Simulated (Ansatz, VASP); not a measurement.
# Two plane-wave programs on RbBr

Contents of INCAR:

```
SYSTEM = RbBr
PREC = Accurate
ENCUT = 520
EDIFF = 1E-6
ISMEAR = 0
SIGMA = 0.01
LREAL = .False.
LASPH = .True.
NELM = 100
ALGO = Normal
ISIF = 2
LWAVE = .False.
LCHARG = .True.
GGA = CA
LELF = .True.
LVHAR = .True.
NBANDS = 15
```

KPOINTS

```
regular mesh
0
Gamma
  4 4 4
  0 0 0
```

POSCAR

```
RbBr
1.0
    0.0000000000      3.4608260907      3.4608260907
    3.4608260907      0.0000000000      3.4608260907
    3.4608260907      3.4608260907      0.0000000000
Rb Br
1 1
Direct
    0.0000000000      0.0000000000      0.0000000000
    0.5000000000      0.5000000000      0.5000000000
```

Input for Ansatz:

```yaml
crystal:
  lattice:
    - [0.0, 3.4608260907, 3.4608260907]
    - [3.4608260907, 0.0, 3.4608260907]
    - [3.4608260907, 3.4608260907, 0.0]
  atoms:
    - { symbol: Rb, position: [0.0, 0.0, 0.0] }
    - { symbol: Br, position: [0.5, 0.5, 0.5] }
kpoints:
  mp_grid: { grid: [4, 4, 4] }
hamiltonian:
  xc: lda
scf:
  occupations: { method: fixed }
  n_extra_bands: 4
output:
  forces: true
  stress: true
  eigenvalues: true
```

Alike in both runs: task single point; functional LDA; k mesh 4 × 4 × 4; no spin polarisation.

|  | VASP | Ansatz |
| --- | --- | --- |
| version | VASP 6.6.1 | Ansatz 0.2.0 |
| potentials or method | VASP PAW LDA potentials, release 64 (Rb_sv, Br) | plane waves |
| plane-wave cutoff (eV) | 520 | 420 |
| occupations | gaussian, width 0.01 eV | fixed |
| valence electrons in the cell | 16 | 16 |

```tsv
	VASP	Ansatz	Ansatz less VASP
gap on the k mesh at the Fermi level (eV)	3.89	3.88	-0.010
pressure (GPa)	-1.5	-1.5	-0.03
```

LDA's correlation is that of Perdew and Zunger in VASP and of Perdew and Wang (1992) in Ansatz.
